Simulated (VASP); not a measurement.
Input of a VASP 6.6.1 run:

File POSCAR:

```
Co
1.0
    2.5155267753      0.0000000000      0.0000000000
   -1.2577633876      2.1785100913      0.0000000000
    0.0000000000      0.0000000000      4.1066453390
Co
2
Direct
    0.3333333333      0.6666666667      0.2500000000
    0.6666666667      0.3333333333      0.7500000000
```

INCAR.step1

```
PREC = Accurate
ENCUT = 520
ISMEAR = 0
SIGMA = 0.1
LREAL = F
LASPH = T
NELM = 150
ISPIN = 2
MAGMOM = 2.07 2.07
LMAXMIX = 4
NBANDS = 20
GGA = PE
ALGO = Normal
EDIFF = 1E-4
LWAVE = T
LCHARG = F
```

The input INCAR.step2:

```
PREC = Accurate
ENCUT = 520
EDIFF = 1E-6
ISMEAR = 0
SIGMA = 0.1
LREAL = F
LASPH = T
NELM = 150
ALGO = Normal
ISIF = 2
LWAVE = F
LCHARG = F
ISPIN = 2
MAGMOM = 2.07 2.07
LORBIT = 11
LMAXMIX = 4
METAGGA = R2SCAN
LMIXTAU = T
NBANDS = 20
ISTART = 1
```

KPOINTS

```
regular mesh
0
Gamma
  21 21 10
```

Potentials or basis: VASP PAW PBE potentials, release 64 (Co).

Command:

```sh
$ cat potpaw_PBE.64/Co/POTCAR > POTCAR
$ cp INCAR.step1 INCAR
$ mpirun -np 1 vasp_std > vasp.out
$ cp INCAR.step2 INCAR
$ mpirun -np 1 vasp_std > vasp.out
```

Q: Estimate the net moment.

A: 3.54 μB per cell.

Q: Predict the pressure.

A: -11.8 GPa.

Q: Predict the site moments.

A: Co +1.85 μB.

Stress tensor (GPa, compression positive):
```
-11.71   0.00   0.00
  0.00 -11.71   0.00
  0.00   0.00 -12.00
```

Caveat: the cell stands under tension; the PAW data sets were made with another functional, which shifts forces and pressure a little.
